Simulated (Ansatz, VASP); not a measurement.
## Two plane-wave programs on Nb

```
CELL_PARAMETERS angstrom
-1.61320 1.61320 1.61320
1.61320 -1.61320 1.61320
1.61320 1.61320 -1.61320
ATOMIC_POSITIONS crystal
Nb 0.00000 0.00000 0.00000
```

Alike in both runs: task single point; functional PBEsol; k mesh 22 × 22 × 22; occupations fermi-dirac, width 0.1 eV; no spin polarisation.

|  | VASP | Ansatz |
| --- | --- | --- |
| version | VASP 6.6.1 | Ansatz 0.2.0 |
| potentials or method | VASP PAW PBE potentials, release 64 (Nb_sv), cutoff 520 eV | plane waves (420 eV) with PAW, scalar-relativistic |
| valence electrons in the cell | 13 | 13 |

|  | VASP | Ansatz | Ansatz less VASP |
| --- | --- | --- | --- |
| pressure (GPa) | 8.1 | 8.5 | +0.32 |

VASP's potentials were made for PBE, not for PBEsol, and Ansatz warns of the same on its side.
